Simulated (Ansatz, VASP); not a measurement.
## One calculation of Bi, two programs

```
Bi
1.0
     0.00000    2.27797    2.27797
     2.27797    0.00000    2.27797
     2.27797    2.27797    0.00000
Bi
1
Direct
  0.00000 0.00000 0.00000
```

Change from the starting cell: volume scaled by 0.8, PAW files.

Alike in both runs: task single point; functional LDA; k mesh 14 × 14 × 14; occupations fermi-dirac, width 0.1 eV; no spin polarisation.

|  | VASP | Ansatz |
| --- | --- | --- |
| version | VASP 6.6.1 | Ansatz 0.2.0 |
| potentials or method | VASP PAW LDA potentials, release 64 (Bi_d) | PAW with Ansatz's default frozen-core files, scalar-relativistic |
| plane-wave cutoff (eV) | 500 | 420 |
| valence electrons in the cell | 15 | 15 |

VASP gave:

```
pressure (GPa) : 23.4
```

Q: What did Ansatz give for the same quantities?

A: Pressure (GPa): 23.1.

LDA's correlation is that of Perdew and Zunger in VASP and of Perdew and Wang (1992) in Ansatz.

Neither program's run includes spin-orbit coupling.
